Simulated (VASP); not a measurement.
# Ta3Cu (I4/mmm) in VASP: a series of runs

Aim: see how the results for Ta3Cu move with the level of theory and the settings. Levels: BLYP, r2SCAN, PBEsol. Tasks: single point.

All numbers are computed with VASP 6.6.1; they aren't measurements. Logs are shortened: lines on timing, memory, paths and dates and some standing lists are left out, and cuts for length are marked.

## (1) The cell of the first run

It takes space group I4/mmm (No. 139, tetragonal). Conventional cell: a = 4.013 Å, b = 4.013 Å, c = 8.416 Å, α = 90.00°, β = 90.00°, γ = 90.00°. Within 3.7 Å of Ta (site symmetry 4/mmm) lie 4 Cu at 2.84 Å and 8 Ta at 2.91 Å. Ta (site symmetry -4m2) has 8 Ta at 2.84 to 2.91 Å and 4 Cu at 2.91 Å within 3.7 Å. Cu (site symmetry 4/mmm) has 12 Ta at 2.84 to 2.91 Å within 3.7 Å.

## (2) Single point, BLYP

INCAR reads:

```
AGGAC = 1.0
AGGAX = 1.0
ALDAC = 0.0
ALDAX = 1.0
ALGO = Normal
EDIFF = 1E-7
ENCUT = 520
GGA = B5
ISIF = 2
ISMEAR = -1
LASPH = True
LCHARG = False
LREAL = False
LWAVE = False
NBANDS = 30
NELM = 100
PREC = Accurate
SIGMA = 0.05
```

KPOINTS reads:

```
k-points
0
Gamma
  5 5 5
```

POSCAR reads:

```
Ta3Cu
1.0
   -2.0065070000      2.0065070000      4.2081700000
    2.0065070000     -2.0065070000      4.2081700000
    2.0065070000      2.0065070000     -4.2081700000
Ta Cu
3 1
Direct
    0.5000000000      0.5000000000      0.0000000000
    0.2500000000      0.7500000000      0.5000000000
    0.7500000000      0.2500000000      0.5000000000
    0.0000000000      0.0000000000      0.0000000000
```

Potentials or basis: VASP PAW PBE potentials, release 64 (Ta_pv, Cu).

Started as:

```console
> cat potpaw_PBE.64/Ta_pv/POTCAR potpaw_PBE.64/Cu/POTCAR > POTCAR
> mpirun -np 1 vasp_std > vasp.out
```

OUTCAR:

```text
EDIFF = 1E-7
   ENCUT = 520
   GGA = B5
   ISIF = 2
   ISMEAR = -1
   LASPH = True
   LREAL = False
   NELM = 100
   PREC = Accurate

 ion  position               nearest neighbor table
   1  0.500  0.500  0.000-   4 2.84   4 2.84   4 2.84   4 2.84   3 2.91   2 2.91   3 2.91   3 2.91
                             2 2.91   2 2.91   3 2.91   2 2.91
   2  0.250  0.750  0.500-   3 2.84   3 2.84   3 2.84   3 2.84   4 2.91   1 2.91   4 2.91   1 2.91
                             4 2.91   4 2.91   1 2.91   1 2.91
   3  0.750  0.250  0.500-   2 2.84   2 2.84   2 2.84   2 2.84   4 2.91   1 2.91   4 2.91   4 2.91
                             1 2.91   1 2.91   4 2.91   1 2.91
   4  0.000  0.000  0.000-   1 2.84   1 2.84   1 2.84   1 2.84   3 2.91   2 2.91   3 2.91   2 2.91
                             3 2.91   3 2.91   2 2.91   2 2.91

  LATTYP: Found a body centered tetragonal cell.
 ALAT       =     4.0130140000
 C/A-ratio  =     2.0972615595

  Lattice vectors:

 A1 = (  -2.0065070000,   2.0065070000,   4.2081700000)
 A2 = (   2.0065070000,  -2.0065070000,   4.2081700000)
 A3 = (   2.0065070000,   2.0065070000,  -4.2081700000)

Analysis of symmetry for initial positions (statically):
=====================================================================
 Subroutine PRICEL returns:
 Original cell was already a primitive cell.

 Routine SETGRP: Setting up the symmetry group for a
 body centered tetragonal supercell.

 Subroutine GETGRP returns: Found 16 space group operations
 (whereof 16 operations were pure point group operations)
 out of a pool of 16 trial point group operations.

The static configuration has the point symmetry D_4h.

Analysis of symmetry for dynamics (positions and initial velocities):
=====================================================================
 Subroutine PRICEL returns:
 Original cell was already a primitive cell.

 Routine SETGRP: Setting up the symmetry group for a
 body centered tetragonal supercell.

 Subroutine GETGRP returns: Found 16 space group operations
 (whereof 16 operations were pure point group operations)
 out of a pool of 16 trial point group operations.

The dynamic configuration has the point symmetry D_4h.

 Subroutine INISYM returns: Found 16 space group operations
 (whereof 16 operations are pure point group operations),
 and found     1 'primitive' translations

----------------------------------------------------------------------------------------

                                     Primitive cell

  volume of cell :      67.7696

  direct lattice vectors                    reciprocal lattice vectors
    -2.006507000  2.006507000  4.208170000     0.000000000  0.249189263  0.118816493
     2.006507000 -2.006507000  4.208170000     0.249189263  0.000000000  0.118816493
     2.006507000  2.006507000 -4.208170000     0.249189263  0.249189263  0.000000000

  length of vectors
     5.075513317  5.075513317  5.075513317     0.276066383  0.276066383  0.352406835

  position of ions in fractional coordinates (direct lattice)
     0.500000000  0.500000000  0.000000000
     0.250000000  0.750000000  0.500000000
     0.750000000  0.250000000  0.500000000
     0.000000000  0.000000000  0.000000000

  ion indices of the primitive-cell ions
   primitive index   ion index
                 1           1
                 2           2
                 3           3
                 4           4

----------------------------------------------------------------------------------------

 KPOINTS: k-points

Automatic generation of k-mesh.
 Grid dimensions read from file:
 generate k-points for:    5    5    5

 Generating k-lattice:

  Cartesian coordinates                     Fractional coordinates (reciprocal lattice)
     0.000000000  0.049837853  0.023763299     0.200000000  0.000000000  0.000000000
     0.049837853  0.000000000  0.023763299     0.000000000  0.200000000  0.000000000
     0.049837853  0.049837853  0.000000000     0.000000000  0.000000000  0.200000000

  Length of vectors
     0.055213277  0.055213277  0.070481367

  Shift w.r.t. Gamma in fractional coordinates (k-lattice)
     0.000000000  0.000000000  0.000000000

 Subroutine IBZKPT returns following result:
 ===========================================

 Found     18 irreducible k-points:

 Following reciprocal coordinates:
            Coordinates               Weight
  0.000000  0.000000  0.000000      1.000000
  0.200000  0.000000  0.000000      8.000000
  0.400000  0.000000  0.000000      8.000000
  0.200000  0.200000  0.000000      8.000000
  0.400000  0.200000  0.000000     16.000000
 -0.400000  0.200000  0.000000     16.000000
[... 10 lines left out ...]
 -0.400000  0.400000  0.400000      4.000000
 -0.400000 -0.400000  0.400000      2.000000
   k-points           NKPTS =     18   k-points in BZ     NKDIM =     18   number of bands    NBANDS=     30
   number of dos      NEDOS =    301   number of ions     NIONS =      4
   total plane-waves  NPLWV =  64000
   dimension x,y,z NGX =    40 NGY =   40 NGZ =   40
   dimension x,y,z NGXF=    80 NGYF=   80 NGZF=   80
   ions per type =               3   1
   NGX,Y,Z   is equivalent  to a cutoff of  13.10, 13.10, 13.10 a.u.
   NGXF,Y,Z  is equivalent  to a cutoff of  26.20, 26.20, 26.20 a.u.
 SYSTEM =  unknown system
   PREC   = accura    normal or accurate (medium, high low for compatibility)
   ISTART =      0    job   : 0-new  1-cont  2-samecut
   ICHARG =      2    charge: 1-file 2-atom 10-const
   ISPIN  =      1    spin polarized calculation?
   LNONCOLLINEAR =      F non collinear calculations
   LSORBIT =      F    spin-orbit coupling
   LASPH  =      T    aspherical Exc in radial PAW
   ENCUT  =  520.0 eV  38.22 Ry    6.18 a.u.   9.44  9.44  9.44*2*pi/ulx,y,z
   NELM   =    100;   NELMIN=  2; NELMDL= -5     # of ELM steps
   EDIFF  = 0.1E-06   stopping-criterion for ELM
   LREAL  =      F    real-space projection
   EDIFFG = 0.1E-05   stopping-criterion for IOM
   NSW    =      0    number of steps for IOM
   IBRION =     -1    ionic relax: 0-MD 1-quasi-New 2-CG
   NFREE  =      0    steps in history (QN), initial steepest desc. (CG)
   ISIF   =      2    stress and relaxation
   ISYM   =      2    0-nonsym 1-usesym 2-fastsym
   POTIM  = 0.5000    time-step for ionic-motion
   TEBEG  =    0.0;   TEEND  =   0.0 temperature during run
   PSTRESS=    0.0 pullay stress
   NELECT =      44.0000    total number of electrons
   NUPDOWN=      -1.0000    fix difference up-down
   EMIN   =  10.00;   EMAX   =-10.00  energy-range for DOS
   EFERMI =   0.00;   METHOD = LEGACY
   ISMEAR =    -1;   SIGMA  =   0.05  broadening in eV -4-tet -1-fermi 0-gaus
   EFERMI_NEDOS =   21; number of points for ismear=-14 and -15
   IALGO  =     38    algorithm
   IMIX   =      4    mixing-type and parameters
     AMIX     =   0.40;   BMIX     =  1.00
     AMIX_MAG =   1.60;   BMIX_MAG =  1.00
  volume/ion in A,a.u.               =      16.94       114.33
  Fermi-wavevector in a.u.,A,eV,Ry     =   1.417580  2.678837 27.341349  2.009532
  Thomas-Fermi vector in A             =   2.538795
   LORBIT       =      0    0 simple, 1 ext, 2 COOP (PROOUT), +10 PAW based schemes
   GGA     = B5    functional components
   LHFCALC =     F    Hartree Fock is set to
   AEXX    =    0.0000 exact exchange contribution
   IVDW    =     0    specifies the selected vdW correction
   LEPSILON=     F    determine dielectric tensor
   LRPA    =     F    only Hartree local field effects (RPA)
 non-spin polarized calculation
  energy-cutoff  :      520.00
  volume of cell :       67.77
 maximum number of plane-waves:      1863
 NGX is ok and might be reduce to    40
   NGX = 19   NGY = 19   NGZ = 19

 number of electron      43.9999994 magnetization

 Free energy of the ion-electron system (eV)
  ---------------------------------------------------
  ext. energy  EPLUGINS =         0.00000000
  ---------------------------------------------------
  free energy    TOTEN  =       -33.26205886 eV

  energy without entropy =      -33.23824296  energy(sigma->0) =      -33.25015091

 E-fermi :   6.5795     XC(G=0): -11.8677

 val. band max:        6.4957425262   @ k =  -0.4000   0.4000   0.0000
 cond. band min:       6.6023156325   @ k =   0.2000   0.0000   0.0000
 fundamental gap:      0.1065731062
 Fermi energy:         6.5795161344

 k-point     1 :       0.0000    0.0000    0.0000
  band No.  band energies     occupation
      1     -27.9572      2.00000
      2     -27.8061      2.00000
      3     -27.8061      2.00000
      4     -27.5837      2.00000
      5     -27.5837      2.00000
      6     -27.4406      2.00000
[... 22 lines left out ...]
     29      10.7903      0.00000
     30      11.8214      0.00000

 k-point     2 :       0.2000    0.0000    0.0000
  band No.  band energies     occupation
      1     -27.9325      2.00000
      2     -27.7724      2.00000
      3     -27.7667      2.00000
      4     -27.6281      2.00000
      5     -27.5609      2.00000
      6     -27.3540      2.00000
[... 22 lines left out ...]
     29      10.8497      0.00000
     30      11.5655      0.00000

 k-point     3 :       0.4000    0.0000    0.0000
  band No.  band energies     occupation
      1     -27.8730      2.00000
      2     -27.7450      2.00000
      3     -27.7063      2.00000
      4     -27.5428      2.00000
      5     -27.4722      2.00000
      6     -27.3874      2.00000
[... 22 lines left out ...]
     29       9.3520      0.00000
     30      11.6749      0.00000

 k-point     4 :       0.2000    0.2000    0.0000
  band No.  band energies     occupation
      1     -27.9512      2.00000
      2     -27.8418      2.00000
      3     -27.7466      2.00000
      4     -27.5087      2.00000
      5     -27.4754      2.00000
      6     -27.3615      2.00000
[... 418 lines left out ...]
     29      10.1881      0.00000
     30      11.8499      0.00000

 k-point    17 :      -0.4000    0.4000    0.4000
  band No.  band energies     occupation
      1     -27.9116      2.00000
      2     -27.9004      2.00000
      3     -27.6617      2.00000
      4     -27.4794      2.00000
      5     -27.3984      2.00000
      6     -27.3685      2.00000
[... 22 lines left out ...]
     29      10.5075      0.00000
     30      11.7421      0.00000

 k-point    18 :      -0.4000   -0.4000    0.4000
  band No.  band energies     occupation
      1     -27.9478      2.00000
      2     -27.9478      2.00000
      3     -27.6990      2.00000
      4     -27.4277      2.00000
      5     -27.3964      2.00000
      6     -27.3964      2.00000
[... 22 lines left out ...]
     29      11.6779      0.00000
     30      12.1903      0.00000

------------------------ aborting loop because EDIFF is reached ----------------------------------------

  FORCE on cell =-STRESS in cart. coord.  units (eV):
  Direction    XX          YY          ZZ          XY          YZ          ZX
  --------------------------------------------------------------------------------------
  -------------------------------------------------------------------------------------
  Total        3.4610810      3.4610810      2.7264226      0.0000000      0.0000000      0.0000000
  in kB       81.8253223     81.8253223     64.4568579      0.0000000      0.0000000      0.0000000
  external PRESSURE =      76.0358342 kB  Pullay stress =       0.0000000 kB

 VOLUME and BASIS-vectors are now :
 -----------------------------------------------------------------------------
  energy-cutoff  :      520.00
  volume of cell :       67.77
      direct lattice vectors                 reciprocal lattice vectors
    -2.006507000  2.006507000  4.208170000     0.000000000  0.249189263  0.118816493
     2.006507000 -2.006507000  4.208170000     0.249189263  0.000000000  0.118816493
     2.006507000  2.006507000 -4.208170000     0.249189263  0.249189263  0.000000000

 POSITION                                       TOTAL-FORCE (eV/Angst)
 -----------------------------------------------------------------------------------
      0.00000      0.00000      4.20817        -0.000000      0.000000     -0.000000
      2.00651      0.00000      2.10408         0.000000     -0.000000     -0.000000
      0.00000      2.00651      2.10408        -0.000000      0.000000      0.000000
      0.00000      0.00000      0.00000        -0.000000      0.000000     -0.000000
 -----------------------------------------------------------------------------------
    total drift:                               -0.000000     -0.000000      0.000000

  FREE ENERGIE OF THE ION-ELECTRON SYSTEM (eV)
  ---------------------------------------------------
  free  energy   TOTEN  =       -33.2620588627 eV

  energy  without entropy=      -33.2382429612  energy(sigma->0) =      -33.25015091
```

It took 2 min on 1 thread of Intel Xeon Platinum 8259CL at 2.50GHz (Skylake/Cascade Lake), shared host; peak memory 0.24 GiB.

Results:

```
Free energy            : -33.2621 eV
Pressure               : 7.6 GPa
Band gap on the k mesh : zero (band 22 reaches 7.32 eV, above the bottom of band 23 at 6.39 eV)
```

Caveat: the k points lie up to 0.44 Å⁻¹ apart; the PAW data sets were made with another functional, which shifts forces and pressure a little; spin-orbit coupling is left out, which moves the levels of the heavy elements.

## (3) Single point, r2SCAN

POSCAR is that of step 2.

INCAR.step1 reads:

```
SYSTEM = Ta3Cu
ALGO = Normal ; EDIFF = 1E-4
ENCUT = 520 ; GGA = PE
ISMEAR = -1 ; LASPH = .TRUE.
LCHARG = .FALSE. ; LREAL = .FALSE.
LWAVE = .TRUE. ; NBANDS = 30
NELM = 80 ; PREC = Accurate
SIGMA = 0.05
```

INCAR.step2 reads:

```
SYSTEM = Ta3Cu
ALGO = Normal ; EDIFF = 1E-6
ENCUT = 520 ; ISIF = 2
ISMEAR = -1 ; ISTART = 1
LASPH = .TRUE. ; LCHARG = .TRUE.
LELF = .TRUE. ; LMIXTAU = .TRUE.
LREAL = .FALSE. ; LVHAR = .TRUE.
LWAVE = .FALSE. ; METAGGA = R2SCAN
NBANDS = 30 ; NELM = 80
PREC = Accurate ; SIGMA = 0.05
```

KPOINTS reads:

```
k-points
0
G
  5 5 5
  0 0 0
```

Potentials or basis: VASP PAW PBE potentials, release 64 (Ta_pv, Cu).

Started as:

```console
> cat potpaw_PBE.64/Ta_pv/POTCAR potpaw_PBE.64/Cu/POTCAR > POTCAR
> cp INCAR.step1 INCAR
> mpirun -np 1 vasp_std > vasp.out
> cp INCAR.step2 INCAR
> mpirun -np 1 vasp_std > vasp.out
```

OUTCAR:

```text
SYSTEM = Ta3Cu
   EDIFF = 1E-6
   ENCUT = 520
   ISIF = 2
   ISMEAR = -1
   ISTART = 1
   LASPH = .TRUE.
   LREAL = .FALSE.
   METAGGA = R2SCAN
   NELM = 80
   PREC = Accurate

 ion  position               nearest neighbor table
   1  0.500  0.500  0.000-   4 2.84   4 2.84   4 2.84   4 2.84   3 2.91   2 2.91   3 2.91   3 2.91
                             2 2.91   2 2.91   3 2.91   2 2.91
   2  0.250  0.750  0.500-   3 2.84   3 2.84   3 2.84   3 2.84   4 2.91   1 2.91   4 2.91   1 2.91
                             4 2.91   4 2.91   1 2.91   1 2.91
   3  0.750  0.250  0.500-   2 2.84   2 2.84   2 2.84   2 2.84   4 2.91   1 2.91   4 2.91   4 2.91
[... 791 lines left out ...]
  -------------------------------------------------------------------------------------
  Total       -1.0167320     -1.0167320     -0.8752123      0.0000000     -0.0000000      0.0000000
  in kB      -24.0371214    -24.0371214    -20.6913749      0.0000000     -0.0000000      0.0000000
  external PRESSURE =     -22.9218726 kB  Pullay stress =       0.0000000 kB

 VOLUME and BASIS-vectors are now :
 -----------------------------------------------------------------------------
  energy-cutoff  :      520.00
  volume of cell :       67.77
      direct lattice vectors                 reciprocal lattice vectors
    -2.006507000  2.006507000  4.208170000     0.000000000  0.249189263  0.118816493
     2.006507000 -2.006507000  4.208170000     0.249189263  0.000000000  0.118816493
     2.006507000  2.006507000 -4.208170000     0.249189263  0.249189263  0.000000000

 POSITION                                       TOTAL-FORCE (eV/Angst)
 -----------------------------------------------------------------------------------
      0.00000      0.00000      4.20817         0.000000     -0.000000     -0.000000
      2.00651      0.00000      2.10408        -0.000000     -0.000000      0.000000
      0.00000      2.00651      2.10408         0.000000      0.000000      0.000000
      0.00000      0.00000      0.00000         0.000000     -0.000000     -0.000000
 -----------------------------------------------------------------------------------
    total drift:                               -0.000000     -0.000000      0.000000

  FREE ENERGIE OF THE ION-ELECTRON SYSTEM (eV)
  ---------------------------------------------------
  free  energy   TOTEN  =      -155.9254710150 eV

  energy  without entropy=     -155.9052323745  energy(sigma->0) =     -155.91535169
```

OSZICAR.step1:

```text
N       E                     dE             d eps       ncg     rms          rms(c)
DAV:   1     0.403935285997E+03    0.40394E+03   -0.23465E+04  1120   0.178E+03
DAV:   2    -0.177681635123E+02   -0.42170E+03   -0.40980E+03  1116   0.456E+02
DAV:   3    -0.416127293227E+02   -0.23845E+02   -0.22061E+02  1388   0.103E+02
[... 11 lines left out ...]
DAV:  15    -0.385556315806E+02    0.11885E-01   -0.11711E-02  1300   0.262E+00    0.433E-01
DAV:  16    -0.385537643973E+02    0.18672E-02   -0.38411E-03  1452   0.847E-01    0.257E-01
DAV:  17    -0.385529799342E+02    0.78446E-03   -0.83573E-04  1298   0.610E-01    0.142E-01
DAV:  18    -0.385527056577E+02    0.27428E-03   -0.37713E-04  1066   0.395E-01    0.675E-02
DAV:  19    -0.385526352983E+02    0.70359E-04   -0.13038E-04   732   0.246E-01
   1 F= -.38552635E+02 E0= -.38541042E+02  d E =-.231857E-01
```

It took 4.4 min on 1 thread of Intel Xeon Platinum 8259CL at 2.50GHz (Skylake/Cascade Lake), shared host; peak memory 0.26 GiB.

What came out:

```
Free energy            : -155.9255 eV
Pressure               : -2.3 GPa
Band gap on the k mesh : zero (band 22 reaches 6.59 eV, above the bottom of band 23 at 5.66 eV)
```

Caveat: the k points lie up to 0.44 Å⁻¹ apart; the PAW data sets were made with another functional, which shifts forces and pressure a little; spin-orbit coupling is left out, which moves the levels of the heavy elements.

(Part 1 of 2 ends here.)
